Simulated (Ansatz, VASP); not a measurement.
**Two plane-wave programs on EuO**

```
Eu O
1.0
    -2.58830   -2.58830    5.17659
    -5.17659   -2.58830    2.58830
    -2.58830   -5.17659    2.58830
Eu O
2 2
Direct
  0.00000 0.00000 0.00000
  0.50000 0.50000 0.50000
  0.25000 0.25000 0.25000
  0.75000 0.75000 0.75000
```

Alike in both runs: task single point; functional PBE; k mesh 5 × 5 × 5; occupations gaussian, width 0.05 eV; collinear spin; Hubbard terms Eu f U = 6.0 eV.

```csv
,VASP,Ansatz
version,VASP 6.6.1,Ansatz 0.2.0
potentials or method,"VASP PAW PBE potentials, release 64 (Eu, O), cutoff 600 eV","scalar-relativistic, plane waves, PAW"
valence electrons in the cell,46,46
```

Ansatz gave:

- gap on the k mesh at the Fermi level (eV): 0.64
- least direct gap on the mesh (eV): 0.88
- pressure (GPa): 0.0
- net moment per atom (μB): 3.50
- size of the moment on the site where the two differ most (μB): 6.76

Which values does VASP return?

gap on the k mesh at the Fermi level (eV): 0.33; least direct gap on the mesh (eV): 0.49; pressure (GPa): -0.3; net moment per atom (μB): 3.50; size of the moment on the site where the two differ most (μB): 6.73.

Site moments also hang on the region over which each program counts them. The programs project onto different local orbitals, so the same U acts differently, and such runs can settle in different states.

Spin-orbit coupling is off throughout.
